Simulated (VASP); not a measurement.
# Bi (P-1) in VASP: electric field gradients with PBE

Aim: the electric field gradients of Bi with PBE.

All numbers are computed with VASP 6.6.1; they aren't measurements. Logs are shortened: lines on timing, memory, paths and dates and some standing lists are left out, and cuts for length are marked.

### 1 The cell of the first run

The typed cell holds 2 atoms: a = 4.540 Å, b = 4.480 Å, c = 11.832 Å, α = 89.36°, β = 88.27°, γ = 118.70°.

### 2 Electric field gradients, PBE (equal xy, yz and zx shear strains of +3 %)

Contents of INCAR:

```
SYSTEM = Bi
  PREC = Accurate
  ENCUT = 520
  EDIFF = 1E-8
  ISMEAR = -1
  SIGMA = 0.03
  LREAL = .FALSE.
  LASPH = .TRUE.
  NELM = 60
  ALGO = Normal
  ISIF = 2
  LWAVE = .FALSE.
  LCHARG = .FALSE.
  GGA = PE
  LEFG = .TRUE.
  NBANDS = 22
```

Contents of KPOINTS:

```
Automatic mesh
0
G
  9 9 3
  0 0 0
```

Contents of POSCAR:

```
Bi
1.0
    4.5390002997      0.0680850045      0.0680850045
   -2.2105368064      3.8968470652      0.0249208413
    0.1774350000      0.1774350000     11.8290000000
Bi
2
Direct
    0.3333333333      0.6666666667      0.2500000000
    0.6666666667      0.3333333333      0.7500000000
```

Potentials or basis: VASP PAW PBE potentials, release 64 (Bi_d).

Run with:

```console
$ cat potpaw_PBE.64/Bi_d/POTCAR > POTCAR
$ mpirun -np 1 vasp_std > vasp.out
```

OUTCAR:

```text
SYSTEM = Bi
   PREC = Accurate
   ENCUT = 520
   EDIFF = 1E-8
   ISMEAR = -1
   LREAL = .FALSE.
   LASPH = .TRUE.
   NELM = 60
   ISIF = 2
   GGA = PE

 ion  position               nearest neighbor table
   1  0.333  0.667  0.250-
   2  0.667  0.333  0.750-

  LATTYP: Found a triclinic cell.
 ALAT       =     4.5400214599
 B/A-ratio  =     0.9868313716
 C/A-ratio  =     3.0818138632
 COS(alpha) =     0.0008728581
 COS(beta)  =     0.4696683695
 COS(gamma) =     0.4801591939

  Lattice vectors:

 A1 = (   4.5390002997,   0.0680850045,   0.0680850045)
 A2 = (   2.2105368064,  -3.8968470652,  -0.0249208413)
 A3 = (   6.6900287930,   3.8555820742, -11.6679091497)

Analysis of symmetry for initial positions (statically):
=====================================================================
 Subroutine PRICEL returns:
 Original cell was already a primitive cell.

 Routine SETGRP: Setting up the symmetry group for a
 triclinic supercell.

 Subroutine GETGRP returns: Found  2 space group operations
 (whereof  2 operations were pure point group operations)
 out of a pool of  2 trial point group operations.

The static configuration has the point symmetry S_2 .

Analysis of symmetry for dynamics (positions and initial velocities):
=====================================================================
 Subroutine PRICEL returns:
 Original cell was already a primitive cell.

 Routine SETGRP: Setting up the symmetry group for a
 triclinic supercell.

 Subroutine GETGRP returns: Found  2 space group operations
 (whereof  2 operations were pure point group operations)
 out of a pool of  2 trial point group operations.

The dynamic configuration has the point symmetry S_2 .

 Subroutine INISYM returns: Found  2 space group operations
 (whereof  2 operations are pure point group operations),
 and found     1 'primitive' translations

----------------------------------------------------------------------------------------

                                     Primitive cell

  volume of cell :     210.9156

  direct lattice vectors                    reciprocal lattice vectors
     4.539000300  0.068085005  0.068085005     0.218529946  0.123996791 -0.005137901
    -2.210536806  3.896847065  0.024920841    -0.003761205  0.254508179 -0.003761205
     0.177435000  0.177435000 11.829000000    -0.001249884 -0.001249884  0.084575496

  length of vectors
     4.540021460  4.480235604 11.831661226     0.251310445  0.254563757  0.084593966

  position of ions in fractional coordinates (direct lattice)
     0.333333333  0.666666667  0.250000000
     0.666666667  0.333333333  0.750000000

  ion indices of the primitive-cell ions
   primitive index   ion index
                 1           1
                 2           2

----------------------------------------------------------------------------------------

 KPOINTS: Automatic mesh

Automatic generation of k-mesh.
 Grid dimensions read from file:
 generate k-points for:    9    9    3

 Generating k-lattice:

  Cartesian coordinates                     Fractional coordinates (reciprocal lattice)
     0.024281105  0.013777421 -0.000570878     0.111111111 -0.000000000  0.000000000
    -0.000417912  0.028278687 -0.000417912     0.000000000  0.111111111  0.000000000
    -0.000416628 -0.000416628  0.028191832     0.000000000 -0.000000000  0.333333333

  Length of vectors
     0.027923383  0.028284862  0.028197989

  Shift w.r.t. Gamma in fractional coordinates (k-lattice)
     0.000000000  0.000000000  0.000000000

 Subroutine IBZKPT returns following result:
 ===========================================

 Found    122 irreducible k-points:

 Following reciprocal coordinates:
            Coordinates               Weight
  0.000000  0.000000  0.000000      1.000000
  0.111111  0.000000 -0.000000      2.000000
  0.222222  0.000000  0.000000      2.000000
  0.333333  0.000000  0.000000      2.000000
  0.444444  0.000000  0.000000      2.000000
 -0.000000  0.111111  0.000000      2.000000
[... 16 lines left out ...]
 -0.111111  0.222222 -0.000000      2.000000
 -0.000000  0.333333 -0.000000      2.000000
 [... further k-points ...]
   k-points           NKPTS =    122   k-points in BZ     NKDIM =    122   number of bands    NBANDS=     22
   number of dos      NEDOS =    301   number of ions     NIONS =      2
   total plane-waves  NPLWV = 116640
   dimension x,y,z NGX =    36 NGY =   36 NGZ =   90
   dimension x,y,z NGXF=    72 NGYF=   72 NGZF=  180
   ions per type =               2
   NGX,Y,Z   is equivalent  to a cutoff of  13.18, 13.36, 12.65 a.u.
   NGXF,Y,Z  is equivalent  to a cutoff of  26.36, 26.72, 25.29 a.u.
 SYSTEM =  Bi
   PREC   = accura    normal or accurate (medium, high low for compatibility)
   ISTART =      0    job   : 0-new  1-cont  2-samecut
   ICHARG =      2    charge: 1-file 2-atom 10-const
   ISPIN  =      1    spin polarized calculation?
   LNONCOLLINEAR =      F non collinear calculations
   LSORBIT =      F    spin-orbit coupling
   LASPH  =      T    aspherical Exc in radial PAW
   ENCUT  =  520.0 eV  38.22 Ry    6.18 a.u.   8.44  8.33 22.00*2*pi/ulx,y,z
   NELM   =     60;   NELMIN=  2; NELMDL= -5     # of ELM steps
   EDIFF  = 0.1E-07   stopping-criterion for ELM
   LREAL  =      F    real-space projection
   EDIFFG = 0.1E-06   stopping-criterion for IOM
   NSW    =      0    number of steps for IOM
   IBRION =     -1    ionic relax: 0-MD 1-quasi-New 2-CG
   NFREE  =      0    steps in history (QN), initial steepest desc. (CG)
   ISIF   =      2    stress and relaxation
   ISYM   =      2    0-nonsym 1-usesym 2-fastsym
   POTIM  = 0.5000    time-step for ionic-motion
   TEBEG  =    0.0;   TEEND  =   0.0 temperature during run
   PSTRESS=    0.0 pullay stress
   NELECT =      30.0000    total number of electrons
   NUPDOWN=      -1.0000    fix difference up-down
   EMIN   =  10.00;   EMAX   =-10.00  energy-range for DOS
   EFERMI =   0.00;   METHOD = LEGACY
   ISMEAR =    -1;   SIGMA  =   0.03  broadening in eV -4-tet -1-fermi 0-gaus
   EFERMI_NEDOS =   21; number of points for ismear=-14 and -15
   IALGO  =     38    algorithm
   IMIX   =      4    mixing-type and parameters
     AMIX     =   0.40;   BMIX     =  1.00
     AMIX_MAG =   1.60;   BMIX_MAG =  1.00
  volume/ion in A,a.u.               =     105.46       711.66
  Fermi-wavevector in a.u.,A,eV,Ry     =   0.854566  1.614896  9.936106  0.730283
  Thomas-Fermi vector in A             =   1.971182
   LORBIT       =      0    0 simple, 1 ext, 2 COOP (PROOUT), +10 PAW based schemes
   GGA     = PE    functional components
   LHFCALC =     F    Hartree Fock is set to
   AEXX    =    0.0000 exact exchange contribution
   IVDW    =     0    specifies the selected vdW correction
   LEPSILON=     F    determine dielectric tensor
   LRPA    =     F    only Hartree local field effects (RPA)
 non-spin polarized calculation
  energy-cutoff  :      520.00
  volume of cell :      210.92
 maximum number of plane-waves:      5715
 NGX is ok and might be reduce to    36
   NGX = 17   NGY = 17   NGZ = 43

 number of electron      30.0000000 magnetization

 Free energy of the ion-electron system (eV)
  ---------------------------------------------------
  ext. energy  EPLUGINS =         0.00000000
  ---------------------------------------------------
  free energy    TOTEN  =        -3.22428092 eV

  energy without entropy =       -3.20221927  energy(sigma->0) =       -3.21325009

 E-fermi :  -1.0479     XC(G=0):  -5.3173

 val. band max:       -1.0498313135   @ k =   0.2222  -0.4444   0.3333
 cond. band min:      -1.0468867577   @ k =   0.2222   0.1111   0.0000
 fundamental gap:      0.0029445558
 Fermi energy:        -1.0478601600

 k-point     1 :       0.0000    0.0000    0.0000
  band No.  band energies     occupation
      1     -23.8720      2.00000
      2     -23.8720      2.00000
      3     -23.8696      2.00000
      4     -23.8696      2.00000
      5     -23.8640      2.00000
      6     -23.8640      2.00000
[... 14 lines left out ...]
     21       4.6486      0.00000
     22       4.8589      0.00000

 k-point     2 :       0.1111    0.0000   -0.0000
  band No.  band energies     occupation
      1     -23.8714      2.00000
      2     -23.8714      2.00000
      3     -23.8698      2.00000
      4     -23.8698      2.00000
      5     -23.8641      2.00000
      6     -23.8641      2.00000
[... 542 lines left out ...]
 k-point    24 :      -0.0000    0.3333   -0.0000
  band No.  band energies     occupation
      1     -23.8706      2.00000
      2     -23.8706      2.00000
      3     -23.8700      2.00000
      4     -23.8700      2.00000
      5     -23.8653      2.00000
      6     -23.8653      2.00000
[... 14 lines left out ...]
     21       4.4741      0.00000
     22       4.9716      0.00000

 [... further k-points ...]

------------------------ aborting loop because EDIFF is reached ----------------------------------------

  FORCE on cell =-STRESS in cart. coord.  units (eV):
  Direction    XX          YY          ZZ          XY          YZ          ZX
  --------------------------------------------------------------------------------------
  -------------------------------------------------------------------------------------
  Total       -6.2554119     -6.2876054     -0.4570352      0.1511722     -0.0711969     -0.0712249
  in kB      -47.5179529    -47.7625043     -3.4717742      1.1483484     -0.5408326     -0.5410455
  external PRESSURE =     -32.9174105 kB  Pullay stress =       0.0000000 kB

 VOLUME and BASIS-vectors are now :
 -----------------------------------------------------------------------------
  energy-cutoff  :      520.00
  volume of cell :      210.92
      direct lattice vectors                 reciprocal lattice vectors
     4.539000300  0.068085005  0.068085005     0.218529946  0.123996791 -0.005137901
    -2.210536806  3.896847065  0.024920841    -0.003761205  0.254508179 -0.003761205
     0.177435000  0.177435000 11.829000000    -0.001249884 -0.001249884  0.084575496

 POSITION                                       TOTAL-FORCE (eV/Angst)
 -----------------------------------------------------------------------------------
      0.08367      2.66495      2.99656         0.002088      0.000175     -0.001076
      2.42223      1.47742      8.92545        -0.002088     -0.000175      0.001076
 -----------------------------------------------------------------------------------
    total drift:                               -0.000000      0.000000      0.000000

  FREE ENERGIE OF THE ION-ELECTRON SYSTEM (eV)
  ---------------------------------------------------
  free  energy   TOTEN  =        -3.2242809186 eV

  energy  without entropy=       -3.2022192667  energy(sigma->0) =       -3.21325009

 Electric field gradients (V/A^2)
---------------------------------------------------------------------
 ion       V_xx      V_yy      V_zz      V_xy      V_xz      V_yz
---------------------------------------------------------------------
   1      70.376    69.100  -139.476    14.226     3.767     3.733
   2      70.376    69.100  -139.476    14.226     3.767     3.733
---------------------------------------------------------------------

 Electric field gradients after diagonalization (V/A^2)
 (convention: |V_zz| > |V_xx| > |V_yy|)
----------------------------------------------------------------------
 ion       V_xx      V_yy      V_zz     asymmetry (V_yy - V_xx)/ V_zz
----------------------------------------------------------------------
   1      84.104    55.498  -139.602       0.205
   2      84.104    55.498  -139.602       0.205
----------------------------------------------------------------------

           NMR quadrupolar parameters

 Cq : quadrupolar parameter    Cq=e*Q*V_zz/h
 eta: asymmetry parameters     (V_yy - V_xx)/ V_zz
 Q  : nuclear electric quadrupole moment in mb (millibarn)
----------------------------------------------------------------------
 ion       Cq(MHz)       eta       Q (mb)
----------------------------------------------------------------------
   1      -0.338       0.205       1.000
   2      -0.338       0.205       1.000
----------------------------------------------------------------------
```

It took 18 min on 1 thread of Intel Xeon 8259CL, shared host; peak memory 0.64 GiB.

What came out:

* Free energy: -3.2243 eV
* Pressure: -3.3 GPa
* Band gap on the k mesh: zero (bands 15 and 16 overlap by 2.06 eV)
* Largest electric field gradient by atom: Bi -139.6 V/Å²

Forces in eV/Å, atoms in the order of the input:
```
Bi   0.002  0.000 -0.001
Bi  -0.002  0.000  0.001
```

Levels at points of the mesh, in eV from the Fermi level:
| k point | band 13 | band 14 | band 15 | band 16 | band 17 | band 18 |
| --- | --- | --- | --- | --- | --- | --- |
| (0.00, 0.00, 0.00) | -0.84 | -0.34 | 1.37 | 1.38 | 1.49 | 1.50 |

Electric field gradients, principal values (V/Å²):
```csv
atom,least,middle,greatest (by size)
1 Bi,55.498,84.104,-139.602
2 Bi,55.498,84.104,-139.602
```

Caveat: the cell differs from its parent crystal (equal xy, yz and zx shear strains of +3 %); the cell stands under tension; without QUAD_EFG the Cq values of the log hold for a quadrupole moment of 1 mb, not for the nuclei; spin-orbit coupling is left out, which moves the levels of the heavy elements.
